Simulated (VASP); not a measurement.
Fe, 2 atoms in the cell. It takes space group Fd-3m (No. 227, cubic). The conventional cell has a = 4.756 Å, b = 4.756 Å, c = 4.756 Å, α = 90.00°, β = 90.00°, γ = 90.00°. Within 2.7 Å of Fe (site symmetry -43m) lie 4 Fe at 2.06 Å. 

| Property | Result |
| --- | --- |
| Program | VASP 6.6.1 |
| Task | single point |
| Functional | LDA |
| Potentials or basis | VASP PAW LDA potentials, release 64 (Fe_sv) |
| Cutoff | 600 eV |
| k mesh | 13 × 13 × 13 |
| Occupations | fermi-dirac, width 0.1 eV |
| Spin | no spin polarisation |
| Dipole correction | no |
| Second run | valence_matched |
| Further INCAR settings | ALGO = Normal; EDIFF = 1e-06; NBANDS = 23 |

Potentials or basis: VASP PAW LDA potentials, release 64 (Fe_sv).

Command:

```console
$ cat potpaw_LDA.64/Fe_sv/POTCAR > POTCAR
$ mpirun -np 1 vasp_std > vasp.out
```

Hardware: 1 thread of Intel(R) Xeon(R) Platinum 8259CL CPU @ 2.50GHz (Skylake/Cascade Lake) (shared host).

Estimate the wall time of this run.

Wall time 70 s on 1 thread of Intel(R) Xeon(R) Platinum 8259CL CPU @ 2.50GHz (Skylake/Cascade Lake), on a shared host, peak memory 0.16 GiB. Counts: scf iterations 12, k points 84.
